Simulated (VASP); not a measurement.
# NiO (Fm-3m) in VASP: relaxation of cell and atoms with PBE+U

Aim: the relaxation of cell and atoms of NiO with PBE+U.

All numbers are computed with VASP 6.6.1; they aren't measurements. Logs are shortened: lines on timing, memory, paths and dates and some standing lists are left out, and cuts for length are marked.

## (1) The cell of the first run

It takes space group Fm-3m (No. 225, cubic). Conventional cell: a = 4.172 Å, b = 4.172 Å, c = 4.172 Å, α = 90.00°, β = 90.00°, γ = 90.00°. Within 2.8 Å of Ni (site symmetry m-3m) lie 6 O at 2.09 Å. Within 2.8 Å of O (site symmetry m-3m) lie 6 Ni at 2.09 Å.

## (2) Relaxation of cell and atoms, PBE+U, collinear spin, antiferromagnetic start

INCAR

```
SYSTEM = NiO
ALGO = Normal
EDIFF = 1E-7
EDIFFG = -0.05
ENCUT = 600
GGA = PE
GGA_COMPAT = .FALSE.
IBRION = 2
ISIF = 3
ISMEAR = 0
ISPIN = 2
LASPH = .TRUE.
LCHARG = .FALSE.
LDAU = .TRUE.
LDAUJ = 0 0
LDAUL = 2 -1
LDAUPRINT = 1
LDAUTYPE = 2
LDAUU = 4.2 0
LMAXMIX = 4
LORBIT = 11
LREAL = .FALSE.
LWAVE = .FALSE.
MAGMOM = 1.86 -1.86 0 0
NELM = 200
NELMIN = 4
NSW = 100
PREC = Accurate
SIGMA = 0.1
```

KPOINTS

```
k-points
0
G
  6 6 6
  0 0 0
```

POSCAR

```
NiO
1.0
    0.0000000000      2.0859016410     -2.0859016410
    0.0000000000      2.0859016410      2.0859016410
    4.1718032830      0.0000000000      0.0000000000
Ni O
2 2
Direct
    0.0000000000      0.0000000000      0.0000000000
    0.5000000000      0.5000000000      0.5000000000
    0.0000000000      1.0000000000      0.5000000000
    0.5000000000      1.5000000000      1.0000000000
```

Potentials or basis: VASP PAW PBE potentials, release 64 (Ni, O).

On the command line:

```sh
$ cat potpaw_PBE.64/Ni/POTCAR potpaw_PBE.64/O/POTCAR > POTCAR
$ mpirun -np 1 vasp_std > vasp.out
```

OUTCAR:

```text
SYSTEM = NiO
   EDIFF = 1E-7
   EDIFFG = -0.05
   ENCUT = 600
   GGA = PE
   IBRION = 2
   ISIF = 3
   ISMEAR = 0
   ISPIN = 2
   LASPH = .TRUE.
   LORBIT = 11
   LREAL = .FALSE.
   NELM = 200
   NELMIN = 4
   NSW = 100
   PREC = Accurate

 ion  position               nearest neighbor table
   1  0.000  0.000  0.000-   4 2.09   4 2.09   4 2.09   4 2.09   3 2.09   3 2.09   2 2.95   2 2.95
                             2 2.95   2 2.95   2 2.95   2 2.95   2 2.95   2 2.95
   2  0.500  0.500  0.500-   3 2.09   3 2.09   3 2.09   3 2.09   4 2.09   4 2.09   1 2.95   1 2.95
                             1 2.95   1 2.95   1 2.95   1 2.95   1 2.95   1 2.95
   3  0.000  0.000  0.500-   2 2.09   2 2.09   2 2.09   2 2.09   1 2.09   1 2.09
   4  0.500  0.500  0.000-   1 2.09   1 2.09   1 2.09   1 2.09   2 2.09   2 2.09

  LATTYP: Found a simple tetragonal cell.
 ALAT       =     2.9499103905
 C/A-ratio  =     1.4142135627

  Lattice vectors:

 A1 = (   0.0000000000,   2.0859016410,  -2.0859016410)
 A2 = (   0.0000000000,   2.0859016410,   2.0859016410)
 A3 = (   4.1718032830,   0.0000000000,   0.0000000000)

Analysis of symmetry for initial positions (statically):
=====================================================================
 Subroutine PRICEL returns following result:

  LATTYP: Found a face centered cubic cell.
 ALAT       =     4.1718032825
[... 12 lines left out ...]
 Subroutine GETGRP returns: Found 16 space group operations
 (whereof 16 operations were pure point group operations)
 out of a pool of 16 trial point group operations.

The static configuration has the point symmetry D_4h.

Analysis of symmetry for dynamics (positions and initial velocities):
=====================================================================
 Subroutine PRICEL returns following result:

  LATTYP: Found a face centered cubic cell.
 ALAT       =     4.1718032825
[... 12 lines left out ...]
 Subroutine GETGRP returns: Found 16 space group operations
 (whereof 16 operations were pure point group operations)
 out of a pool of 16 trial point group operations.

The dynamic configuration has the point symmetry D_4h.

Analysis of structural, dynamic, and magnetic symmetry:
=====================================================================
 Subroutine PRICEL returns following result:

  LATTYP: Found a face centered cubic cell.
 ALAT       =     4.1718032825
[... 12 lines left out ...]
 Subroutine GETGRP returns: Found 16 space group operations
 (whereof 16 operations were pure point group operations)
 out of a pool of 16 trial point group operations.

The overall configuration has the point symmetry D_4h.

 Subroutine INISYM returns: Found 16 space group operations
 (whereof 16 operations are pure point group operations),
 and found     2 'primitive' translations

----------------------------------------------------------------------------------------

                                     Primitive cell

  volume of cell :      18.1515

  direct lattice vectors                    reciprocal lattice vectors
    -2.085901642 -2.085901641  0.000000000    -0.239704495 -0.239704495  0.239704495
    -2.085901641  0.000000000 -2.085901641    -0.239704495  0.239704495 -0.239704495
    -0.000000000 -2.085901641 -2.085901641     0.239704495 -0.239704495 -0.239704495

  length of vectors
     2.949910391  2.949910391  2.949910390     0.415180365  0.415180365  0.415180365

  position of ions in fractional coordinates (direct lattice)
     0.000000000  0.000000000  0.000000000
     0.500000000  0.500000000  0.500000000

  ion indices of the primitive-cell ions
   primitive index   ion index
                 1           1
                 2           3

----------------------------------------------------------------------------------------

 KPOINTS: k-points

Automatic generation of k-mesh.
 Grid dimensions read from file:
 generate k-points for:    6    6    6

 Generating k-lattice:
[... 72 lines left out ...]
   PSTRESS=    0.0 pullay stress
   NELECT =      32.0000    total number of electrons
   NUPDOWN=      -1.0000    fix difference up-down
   EMIN   =  10.00;   EMAX   =-10.00  energy-range for DOS
   EFERMI =   0.00;   METHOD = LEGACY
   ISMEAR =     0;   SIGMA  =   0.10  broadening in eV -4-tet -1-fermi 0-gaus
   EFERMI_NEDOS =   21; number of points for ismear=-14 and -15
   IALGO  =     38    algorithm
   IMIX   =      4    mixing-type and parameters
     AMIX     =   0.40;   BMIX     =  1.00
     AMIX_MAG =   1.60;   BMIX_MAG =  1.00
  volume/ion in A,a.u.               =       9.08        61.25
  Fermi-wavevector in a.u.,A,eV,Ry     =   1.569680  2.966264 33.523312  2.463894
  Thomas-Fermi vector in A             =   2.671526
   LORBIT       =     11    0 simple, 1 ext, 2 COOP (PROOUT), +10 PAW based schemes
 LDA+U is selected, type is set to LDAUTYPE =  2
   angular momentum for each species LDAUL =     2   -1
   U (eV)           for each species LDAUU =   4.2  0.0
   J (eV)           for each species LDAUJ =   0.0  0.0
   GGA     = PE    functional components
   LHFCALC =     F    Hartree Fock is set to
   AEXX    =    0.0000 exact exchange contribution
   IVDW    =     0    specifies the selected vdW correction
   LEPSILON=     F    determine dielectric tensor
   LRPA    =     F    only Hartree local field effects (RPA)
 conjugate gradient relaxation of ions
 spin polarized calculation
 Gauss-broadening in eV      SIGMA  =   0.10
  energy-cutoff  :      600.00
  volume of cell :       36.30
 maximum number of plane-waves:      1240
 NGX is ok and might be reduce to    24
   NGX = 11   NGY = 11   NGZ = 17

--------------------------------------- Ionic step        1  -------------------------------------------

 number of electron      31.9999991 magnetization      -0.0000000

 number of electron      31.9999991 magnetization       0.0000000

 Free energy of the ion-electron system (eV)
  ---------------------------------------------------
  ext. energy  EPLUGINS =         0.00000000
  ---------------------------------------------------
  free energy    TOTEN  =       -20.91537697 eV

  energy without entropy =      -20.91537697  energy(sigma->0) =      -20.91537697

------------------------ aborting loop because EDIFF is reached ----------------------------------------

  FORCE on cell =-STRESS in cart. coord.  units (eV):
  Direction    XX          YY          ZZ          XY          YZ          ZX
  --------------------------------------------------------------------------------------
  -------------------------------------------------------------------------------------
  Total        1.2337502      1.2464743      1.2464743      0.0000000      0.0000000     -0.0000000
  in kB       54.4498067     55.0113690     55.0113690      0.0000000      0.0000000     -0.0000000
  external PRESSURE =      54.8241816 kB  Pullay stress =       0.0000000 kB
[... 65 lines left out ...]
--------------------------------------- Ionic step        3  -------------------------------------------

 number of electron      31.9999970 magnetization      -0.0000000

atom =   1  type =  1  l = 2

 onsite density matrix

spin component  1

  0.9771 -0.0000 -0.0000  0.0000 -0.0000
 -0.0000  0.9772  0.0000  0.0000  0.0000
 -0.0000  0.0000  1.0241 -0.0000 -0.0000
  0.0000  0.0000 -0.0000  0.9771 -0.0000
 -0.0000  0.0000 -0.0000 -0.0000  1.0241

spin component  2

  0.9749 -0.0000  0.0000  0.0000 -0.0000
 -0.0000  0.9745 -0.0000  0.0000 -0.0000
  0.0000 -0.0000  0.1566  0.0000  0.0008
  0.0000  0.0000  0.0000  0.9749 -0.0000
 -0.0000 -0.0000  0.0008 -0.0000  0.1557

 occupancies and eigenvectors

  o =  0.1552  v =  0.0000  0.0000  0.0000  0.0000  0.0000  0.0000 -0.0000 -0.5000  0.0000  0.8660      0.0000  0.0000  0.0000  0.0000  0.0000  0.0000  0.0000  0.0000  0.0000  0.0000
  o =  0.1571  v =  0.0000  0.0000  0.0000  0.0000  0.0000  0.0000  0.0000  0.8660 -0.0000  0.5000      0.0000  0.0000  0.0000  0.0000  0.0000  0.0000  0.0000  0.0000  0.0000  0.0000
  o =  0.9745  v =  0.0000  0.0000  0.0000  0.0000  0.0000  0.0000 -1.0000  0.0000 -0.0000  0.0000      0.0000  0.0000  0.0000  0.0000  0.0000  0.0000  0.0000  0.0000  0.0000  0.0000
  o =  0.9749  v =  0.0000  0.0000  0.0000  0.0000  0.0000  1.0000  0.0000  0.0000  0.0000  0.0000      0.0000  0.0000  0.0000  0.0000  0.0000  0.0000  0.0000  0.0000  0.0000  0.0000
  o =  0.9749  v =  0.0000  0.0000  0.0000  0.0000  0.0000  0.0000 -0.0000  0.0000  1.0000 -0.0000      0.0000  0.0000  0.0000  0.0000  0.0000  0.0000  0.0000  0.0000  0.0000  0.0000
  o =  0.9771  v =  0.0000  0.0000 -0.0000  1.0000 -0.0000  0.0000  0.0000  0.0000  0.0000  0.0000      0.0000  0.0000  0.0000  0.0000  0.0000  0.0000  0.0000  0.0000  0.0000  0.0000
  o =  0.9771  v =  1.0000  0.0000  0.0000  0.0000  0.0000  0.0000  0.0000  0.0000  0.0000  0.0000      0.0000  0.0000  0.0000  0.0000  0.0000  0.0000  0.0000  0.0000  0.0000  0.0000
  o =  0.9772  v =  0.0000 -1.0000  0.0000  0.0000  0.0000  0.0000  0.0000  0.0000  0.0000  0.0000      0.0000  0.0000  0.0000  0.0000  0.0000  0.0000  0.0000  0.0000  0.0000  0.0000
  o =  1.0241  v =  0.0000 -0.0000 -0.8660 -0.0000 -0.5000  0.0000  0.0000  0.0000  0.0000  0.0000      0.0000  0.0000  0.0000  0.0000  0.0000  0.0000  0.0000  0.0000  0.0000  0.0000
  o =  1.0241  v =  0.0000  0.0000 -0.5000 -0.0000  0.8660  0.0000  0.0000  0.0000  0.0000  0.0000      0.0000  0.0000  0.0000  0.0000  0.0000  0.0000  0.0000  0.0000  0.0000  0.0000

atom =   2  type =  1  l = 2

 onsite density matrix

spin component  1

  0.9749 -0.0000 -0.0000  0.0000 -0.0000
 -0.0000  0.9745 -0.0000  0.0000 -0.0000
 -0.0000 -0.0000  0.1566 -0.0000  0.0008
  0.0000  0.0000 -0.0000  0.9749  0.0000
 -0.0000 -0.0000  0.0008  0.0000  0.1557

spin component  2

  0.9771 -0.0000  0.0000  0.0000 -0.0000
 -0.0000  0.9772  0.0000  0.0000  0.0000
  0.0000  0.0000  1.0241  0.0000 -0.0000
  0.0000  0.0000  0.0000  0.9771  0.0000
 -0.0000  0.0000 -0.0000  0.0000  1.0241

 occupancies and eigenvectors

  o =  0.1552  v =  0.0000  0.0000 -0.5000 -0.0000  0.8660  0.0000  0.0000  0.0000  0.0000  0.0000      0.0000  0.0000  0.0000  0.0000  0.0000  0.0000  0.0000  0.0000  0.0000  0.0000
  o =  0.1571  v =  0.0000  0.0000  0.8660  0.0000  0.5000  0.0000  0.0000  0.0000  0.0000  0.0000      0.0000  0.0000  0.0000  0.0000  0.0000  0.0000  0.0000  0.0000  0.0000  0.0000
  o =  0.9745  v =  0.0000 -1.0000  0.0000  0.0000  0.0000  0.0000  0.0000  0.0000  0.0000  0.0000      0.0000  0.0000  0.0000  0.0000  0.0000  0.0000  0.0000  0.0000  0.0000  0.0000
  o =  0.9749  v =  0.0000  0.0000  0.0000  1.0000  0.0000  0.0000  0.0000  0.0000  0.0000  0.0000      0.0000  0.0000  0.0000  0.0000  0.0000  0.0000  0.0000  0.0000  0.0000  0.0000
  o =  0.9749  v =  1.0000  0.0000  0.0000  0.0000  0.0000  0.0000  0.0000  0.0000  0.0000  0.0000      0.0000  0.0000  0.0000  0.0000  0.0000  0.0000  0.0000  0.0000  0.0000  0.0000
  o =  0.9771  v =  0.0000  0.0000  0.0000  0.0000  0.0000  0.0000 -0.0000 -0.0000  1.0000  0.0000      0.0000  0.0000  0.0000  0.0000  0.0000  0.0000  0.0000  0.0000  0.0000  0.0000
  o =  0.9771  v =  0.0000  0.0000  0.0000  0.0000  0.0000  1.0000  0.0000  0.0000  0.0000  0.0000      0.0000  0.0000  0.0000  0.0000  0.0000  0.0000  0.0000  0.0000  0.0000  0.0000
  o =  0.9772  v =  0.0000  0.0000  0.0000  0.0000  0.0000  0.0000  1.0000 -0.0000  0.0000 -0.0000      0.0000  0.0000  0.0000  0.0000  0.0000  0.0000  0.0000  0.0000  0.0000  0.0000
  o =  1.0241  v =  0.0000  0.0000  0.0000  0.0000  0.0000  0.0000 -0.0000 -0.8660 -0.0000 -0.5000      0.0000  0.0000  0.0000  0.0000  0.0000  0.0000  0.0000  0.0000  0.0000  0.0000
  o =  1.0241  v =  0.0000  0.0000  0.0000  0.0000  0.0000  0.0000 -0.0000  0.5000  0.0000 -0.8660      0.0000  0.0000  0.0000  0.0000  0.0000  0.0000  0.0000  0.0000  0.0000  0.0000

 number of electron      31.9999970 magnetization       0.0000000

 Free energy of the ion-electron system (eV)
  ---------------------------------------------------
  ext. energy  EPLUGINS =         0.00000000
  ---------------------------------------------------
  free energy    TOTEN  =       -20.93268055 eV

  energy without entropy =      -20.93268055  energy(sigma->0) =      -20.93268055

 E-fermi :   7.3750     XC(G=0): -12.5101

 val. band max:        6.8949151742   @ k =   0.5000   0.0000   0.5000
 cond. band min:       8.5080429398   @ k =   0.0000   0.0000   0.5000
 fundamental gap:      1.6131277656
 Fermi energy:         7.3750147489

 spin component 1

 k-point     1 :       0.0000    0.0000    0.0000
  band No.  band energies     occupation
      1     -12.0829      1.00000
      2     -10.6827      1.00000
      3       1.2250      1.00000
      4       1.7384      1.00000
      5       2.0480      1.00000
      6       2.0982      1.00000
[... 1130 lines left out ...]
  FREE ENERGIE OF THE ION-ELECTRON SYSTEM (eV)
  ---------------------------------------------------
  free  energy   TOTEN  =       -20.9326805528 eV

  energy  without entropy=      -20.9326805528  energy(sigma->0) =      -20.93268055

 reached required accuracy - stopping structural energy minimisation

 total charge

# of ion       s       p       d       tot
------------------------------------------
    1        0.335   0.404   8.191   8.930
    2        0.335   0.404   8.191   8.930
    3        1.546   3.463   0.000   5.009
    4        1.546   3.463   0.000   5.009
--------------------------------------------------
tot          3.763   7.733  16.382  27.878

 magnetization (x)

# of ion       s       p       d       tot
------------------------------------------
    1        0.015   0.017   1.742   1.774
    2       -0.015  -0.017  -1.742  -1.774
    3       -0.007  -0.067   0.000  -0.074
    4        0.007   0.067   0.000   0.074
--------------------------------------------------
tot          0.000   0.000  -0.000  -0.000
```

Run time: 4.5 min. Hardware: 1 thread of Intel Xeon 8259CL, shared host; peak memory 0.21 GiB.

Results:

```yaml
Free_energy: -20.9327 eV
Relaxed_volume: 9.33 Å³/atom
Relaxed_cell: a = 2.978 Å, b = 2.978 Å, c = 4.211 Å, α = 90.00°, β = 90.00°, γ = 90.00°
Space_group_after_relaxing_to_0.1_Å: Fm-3m (No. 225)
Energy_gained_by_relaxing: 4.3 meV/atom
Ionic_steps: 3
Pressure_after_relaxing: 0.0 GPa
Band_gap_on_the_k_mesh: 1.61 eV
Net_moment: 0.00 μB per cell
Site_moments: Ni +1.77, -1.77; O -0.07, +0.07 μB
Valence_electrons_inside_the_program's_atomic_spheres: Ni 8.93; O 5.01
```

Step by step:
```tsv
step	energy change (eV)	largest force (eV/Å)	pressure (GPa)	volume (Å³)
1	0.0000	0.0000	5.48	36.30
2	-0.0116	0.0000	-2.87	37.96
3	-0.0173	0.0000	-0.02	37.34
```

Final structure:
```xyz
4
Lattice="0.0000 2.1056 -2.1056 0.0000 2.1056 2.1056 4.2109 0.0000 0.0000" Properties=species:S:1:pos:R:3 pbc="T T T"
Ni    0.0000    0.0000    0.0000
Ni    2.1054    2.1056    0.0000
O     2.1054    0.0000    0.0000
O     0.0000    2.1056    0.0000
```

Eigenvalues of the final occupation matrices:
| site | spin | trace | eigenvalues |
| --- | --- | --- | --- |
| site 1 d | 1 | 4.98 | 0.98 0.98 0.98 1.02 1.02 |
| site 1 d | 2 | 3.24 | 0.16 0.16 0.97 0.97 0.97 |
| site 2 d | 1 | 3.24 | 0.16 0.16 0.97 0.97 0.97 |
| site 2 d | 2 | 4.98 | 0.98 0.98 0.98 1.02 1.02 |

A k mesh can miss the band edges. Zero-point motion and thermal expansion aren't in these numbers.
